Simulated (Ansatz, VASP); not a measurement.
**Two plane-wave programs on CdTeF6**

```
Cd Te F
1.0
     0.00000    4.33861    4.33861
     4.33861    0.00000    4.33861
     4.33861    4.33861    0.00000
Cd Te F
1 1 6
Direct
  0.00000 0.00000 0.00000
  0.50000 0.50000 0.50000
  0.74067 0.25933 0.25933
  0.25933 0.74067 0.74067
  0.25933 0.74067 0.25933
  0.74067 0.25933 0.74067
  0.25933 0.25933 0.74067
  0.74067 0.74067 0.25933
```

Change from the starting cell: species swapped into the MgZrF6 type (Fm-3m, No. 225).

Alike in both runs: functional PBE; k mesh 4 × 4 × 4; occupations gaussian, width 0.1 eV; no spin polarisation.

Ansatz relaxed the structure, and its values are those at the end. VASP's run is a single point on that final structure, the one shown.

|  | VASP | Ansatz |
| --- | --- | --- |
| version | VASP 6.6.1 | Ansatz 0.2.0 |
| potentials or method | VASP PAW PBE potentials, release 64 (Cd, Te, F), cutoff 520 eV | scalar-relativistic, plane waves, PAW |
| valence electrons in the cell | 60 | 78 |

|  | VASP | Ansatz | Ansatz less VASP |
| --- | --- | --- | --- |
| gap on the k mesh at the Fermi level (eV) | 2.75 | 2.75 | +0.006 |
| least direct gap on the mesh (eV) | 3.50 | 3.51 | +0.004 |
| pressure (GPa) | 0.0 | 0.3 | +0.24 |
| rms of the force components (eV/Å) | 0.068 | 0.017 | -0.0507 |

The functional is the same, so the differences come from potentials, cutoffs and numerics. VASP's potentials hold 60 valence electrons a cell and Ansatz's 78, so a difference there can come from the potentials and not from the codes.

Neither program's run includes spin-orbit coupling.
